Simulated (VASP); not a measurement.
Wanted: the native input for a VASP 6.6.1 run.

```
Task                   : single point
Functional             : PBE
Potentials or basis    : VASP PAW PBE potentials, release 64 (Zr_sv, B)
Cutoff                 : 520 eV
k mesh                 : 10 × 10 × 10
Occupations            : fermi-dirac, width 0.05 eV
Spin                   : non-collinear spin, zero start, spin-orbit coupling
Starting moments       : [[0.0, 0.0, 0.0], [0.0, 0.0, 0.0]] μB
Dipole correction      : no
Further INCAR settings : ALGO = Normal; EDIFF = 1e-07; NBANDS = 27
```

The structure of ZrB lies in POSCAR:

```
ZrB
1.0
    0.0000000000      2.3250000000      2.3250000000
    2.3250000000      0.0000000000      2.3250000000
    2.3250000000      2.3250000000      0.0000000000
Zr B
1 1
Direct
    0.0000000000      0.0000000000      0.0000000000
    0.5000000000      0.5000000000      0.5000000000
```

These files were run (other wordings do the same):

INCAR

```
SYSTEM = ZrB
PREC = Accurate
ENCUT = 520
EDIFF = 1E-7
ISMEAR = -1
SIGMA = 0.05
LREAL = .FALSE.
LASPH = .TRUE.
NELM = 150
ALGO = Normal
ISIF = 2
LWAVE = .FALSE.
LCHARG = .FALSE.
MAGMOM = 0 0 0 0 0 0
LORBIT = 11
LSORBIT = .TRUE.
GGA_COMPAT = .FALSE.
LORBMOM = .TRUE.
LMAXMIX = 4
GGA = PE
NBANDS = 27
```

KPOINTS

```
regular mesh
0
G
  10 10 10
  0 0 0
```

Potentials or basis: VASP PAW PBE potentials, release 64 (Zr_sv, B).

Command:

```sh
$ cat potpaw_PBE.64/Zr_sv/POTCAR potpaw_PBE.64/B/POTCAR > POTCAR
$ mpirun -np 1 vasp_ncl > vasp.out
```

It gave:

```json
{"Pressure": "34.7 GPa", "Net moment": "0.00 μB per cell", "Valence electrons inside the program's atomic spheres": "Zr 10.11; B 1.92"}
```

Wall time 51 s on 1 thread of Intel(R) Xeon(R) 6975P-C (Granite Rapids) (shared host), peak memory 0.22 GiB.
